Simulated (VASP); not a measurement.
# CaI2 (P-3m1) in VASP: a series of runs, part 2 of 2

VASP 6.6.1. The steps go on from the part before.

## 3. Single point, LDA (25.61 Å³/atom)

Contents of INCAR:

```
SYSTEM = CaI2
PREC = Accurate
ENCUT = 520
EDIFF = 1E-6
ISMEAR = -1
SIGMA = 0.03
LREAL = .False.
LASPH = .True.
NELM = 80
ALGO = Normal
ISIF = 2
LWAVE = .False.
LCHARG = .False.
NBANDS = 19
```

Contents of KPOINTS:

```
Automatic mesh
0
Gamma
  7 7 4
  0 0 0
```

Contents of POSCAR:

```
CaI2
1.0
    3.7679595468      0.0000000000      0.0000000000
   -1.8839797734      3.2631486880      0.0000000000
    0.0000000000      0.0000000000      6.2497384280
Ca I
1 2
Direct
    0.0000000000      0.0000000000      0.0000000000
    0.3333333333      0.6666666667      0.2927857377
    0.6666666667      0.3333333333      0.7072142623
```

Potentials or basis: VASP PAW LDA potentials, release 64 (Ca_sv, I).

Run with:

```
$ cat potpaw_LDA.64/Ca_sv/POTCAR potpaw_LDA.64/I/POTCAR > POTCAR
$ mpirun -np 1 vasp_std > vasp.out
```

OUTCAR:

```text
SYSTEM = CaI2
   PREC = Accurate
   ENCUT = 520
   EDIFF = 1E-6
   ISMEAR = -1
   LREAL = .False.
   LASPH = .True.
   NELM = 80
   ISIF = 2

 ion  position               nearest neighbor table
   1  0.000  0.000  0.000-   2 2.84   3 2.84   3 2.84   2 2.84   3 2.84   2 2.84
   2  0.333  0.667  0.293-   1 2.84   1 2.84   1 2.84   3 3.38   3 3.38   3 3.38
   3  0.667  0.333  0.707-   1 2.84   1 2.84   1 2.84   2 3.38   2 3.38   2 3.38

  LATTYP: Found a hexagonal cell.
 ALAT       =     3.7679595468
 C/A-ratio  =     1.6586532712

  Lattice vectors:

 A1 = (   3.7679595468,   0.0000000000,   0.0000000000)
 A2 = (  -1.8839797734,   3.2631486880,   0.0000000000)
 A3 = (   0.0000000000,   0.0000000000,   6.2497384280)

Analysis of symmetry for initial positions (statically):
=====================================================================
 Subroutine PRICEL returns:
 Original cell was already a primitive cell.

 Routine SETGRP: Setting up the symmetry group for a
 hexagonal supercell.

 Subroutine GETGRP returns: Found 12 space group operations
 (whereof 12 operations were pure point group operations)
 out of a pool of 24 trial point group operations.

The static configuration has the point symmetry D_3d.
[... 163 lines left out ...]

 val. band max:        6.4747066305   @ k =   0.0000   0.0000   0.0000
 cond. band min:       8.2301049378   @ k =   0.4286  -0.0000   0.0000
 fundamental gap:      1.7553983073
 Fermi energy:         7.1625278832

 k-point     1 :       0.0000    0.0000    0.0000
  band No.  band energies     occupation
      1     -32.6414      2.00000
      2     -14.2242      2.00000
      3     -13.9938      2.00000
      4     -13.9938      2.00000
      5      -7.5013      2.00000
      6      -5.7014      2.00000
[... 505 lines left out ...]
      6      -5.5497      2.00000
[... 11 lines left out ...]
     18      12.2079      0.00000
     19      12.9738      0.00000

 [... further k-points ...]

------------------------ aborting loop because EDIFF is reached ----------------------------------------

  FORCE on cell =-STRESS in cart. coord.  units (eV):
  Direction    XX          YY          ZZ          XY          YZ          ZX
  --------------------------------------------------------------------------------------
  -------------------------------------------------------------------------------------
  Total        8.3571197      8.3571197      8.4054770      0.0000000      0.0000000      0.0000000
  in kB      174.2457809    174.2457809    175.2540288      0.0000000      0.0000000      0.0000000
  external PRESSURE =     174.5818636 kB  Pullay stress =       0.0000000 kB

 VOLUME and BASIS-vectors are now :
 -----------------------------------------------------------------------------
  energy-cutoff  :      520.00
  volume of cell :       76.84
      direct lattice vectors                 reciprocal lattice vectors
     3.767959547  0.000000000  0.000000000     0.265395631  0.153226239  0.000000000
    -1.883979773  3.263148688  0.000000000     0.000000000  0.306452478  0.000000000
     0.000000000  0.000000000  6.249738428     0.000000000  0.000000000  0.160006697

 POSITION                                       TOTAL-FORCE (eV/Angst)
 -----------------------------------------------------------------------------------
      0.00000      0.00000      0.00000        -0.000000      0.000000      0.000000
     -0.00000      2.17543      1.82983        -0.000000     -0.000000      0.044301
      1.88398      1.08772      4.41990         0.000000      0.000000     -0.044301
 -----------------------------------------------------------------------------------
    total drift:                                0.000000      0.000000     -0.000000

  FREE ENERGIE OF THE ION-ELECTRON SYSTEM (eV)
  ---------------------------------------------------
  free  energy   TOTEN  =        -9.8933902132 eV

  energy  without entropy=       -9.8933902132  energy(sigma->0) =       -9.89339021
```

Wall time 22 s (1 thread of Intel Xeon Platinum 8488C (Sapphire Rapids), shared host); peak memory 0.17 GiB.

Results:

```
Free energy            : -9.8934 eV
Pressure               : 17.5 GPa
Largest force          : 0.044 eV/Å
Band gap on the k mesh : 1.76 eV (least direct gap 2.77 eV)
```

Forces on the atoms (eV/Å):
```
Ca   0.000  0.000  0.000
I    0.000  0.000  0.044
I    0.000  0.000 -0.044
```

Levels at points of the mesh, in eV from the valence-band top:
```
           k point  band 10  band 11  band 12  band 13  band 14  band 15
(0.00, 0.00, 0.00)     0.00     0.00     0.00     2.83     3.87     3.87
(0.00, 0.00, 0.50)    -1.02    -0.68    -0.68     3.29     3.73     3.73
```

Caveat: the cell stands under pressure; spin-orbit coupling is left out, which moves the levels of the heavy elements; an odd mesh through Γ misses points on the zone boundary, where band edges can lie.

## 4. Single point, LDA

This run uses another cell than the first one, of 34.15 Å³/atom.

Contents of INCAR:

```
ALGO = Normal ; EDIFF = 1E-6
ENCUT = 520 ; GGA = CA
ISIF = 2 ; ISMEAR = -1
LASPH = True ; LCHARG = False
LREAL = False ; LWAVE = False
NBANDS = 19 ; NELM = 80
PREC = Accurate ; SIGMA = 0.03
```

Contents of KPOINTS:

```
k-points
0
Gamma
  7 7 4
```

Contents of POSCAR:

```
CaI2
1.0
    4.2432574009      0.0000000000      0.0000000000
   -2.1216287004      3.6747687040      0.0000000000
    0.0000000000      0.0000000000      6.5707400487
Ca I
1 2
Direct
    0.0000000000      0.0000000000      0.0000000000
    0.3333333333      0.6666666667      0.2698947247
    0.6666666667      0.3333333333      0.7301052753
```

Run with:

```
$ cat potpaw_LDA.64/Ca_sv/POTCAR potpaw_LDA.64/I/POTCAR > POTCAR
$ mpirun -np 1 vasp_std > vasp.out
```

It took 25 s on 1 thread of Intel Xeon Platinum 8488C (Sapphire Rapids), shared host; peak memory 0.21 GiB.

The run converged. Its results:

```
Free energy            : -11.1343 eV
Pressure               : 1.8 GPa
Largest force          : 0.030 eV/Å
Band gap on the k mesh : 2.86 eV (least direct gap 3.88 eV)
```

Forces in eV/Å, atoms in the order of the input:
```
Ca   0.000  0.000  0.000
I    0.000  0.000  0.030
I    0.000  0.000 -0.030
```

Levels at points of the mesh, in eV from the valence-band top:
```csv
k point,band 9,band 10,band 11,band 12,band 13,band 14,band 15,band 16
"(0.00, 0.00, 0.00)",-1.29,-0.28,-0.28,0.00,4.02,4.10,4.10,4.26
"(0.00, 0.00, 0.50)",-1.08,-1.08,-0.58,-0.58,3.87,4.01,4.01,5.27
```

Caveat: spin-orbit coupling is left out, which moves the levels of the heavy elements; an odd mesh through Γ misses points on the zone boundary, where band edges can lie.

## 5. Single point, LDA (34.15 Å³/atom)

This run uses another cell than the first one, of 34.15 Å³/atom.

Contents of INCAR:

```
SYSTEM = CaI2
  PREC = Accurate
  ENCUT = 520
  EDIFF = 1E-6
  ISMEAR = -1
  SIGMA = 0.03
  LREAL = .False.
  LASPH = .True.
  NELM = 80
  ALGO = Normal
  ISIF = 2
  LWAVE = .False.
  LCHARG = .False.
  NBANDS = 19
```

Contents of KPOINTS:

```
regular mesh
0
Gamma
  7 7 4
  0 0 0
```

POSCAR is that of step 4.

Run with:

```
$ cat potpaw_LDA.64/Ca_sv/POTCAR potpaw_LDA.64/I/POTCAR > POTCAR
$ mpirun -np 1 vasp_std > vasp.out
```

Wall time 28 s (1 thread of Intel Xeon Platinum 8488C (Sapphire Rapids), shared host); peak memory 0.21 GiB.

The run converged. Its results:

```
Free energy            : -11.1343 eV
Pressure               : 1.8 GPa
Largest force          : 0.030 eV/Å
Band gap on the k mesh : 2.86 eV (least direct gap 3.88 eV)
```

Forces on the atoms (eV/Å):
```
Ca   0.000  0.000  0.000
I    0.000  0.000  0.030
I    0.000  0.000 -0.030
```

Levels at points of the mesh, in eV from the valence-band top:
```tsv
k point	band 10	band 11	band 12	band 13	band 14	band 15
(0.00, 0.00, 0.00)	-0.28	-0.28	0.00	4.02	4.10	4.10
(0.00, 0.00, 0.50)	-1.08	-0.58	-0.58	3.87	4.01	4.01
```

Caveat: spin-orbit coupling is left out, which moves the levels of the heavy elements; an odd mesh through Γ misses points on the zone boundary, where band edges can lie.
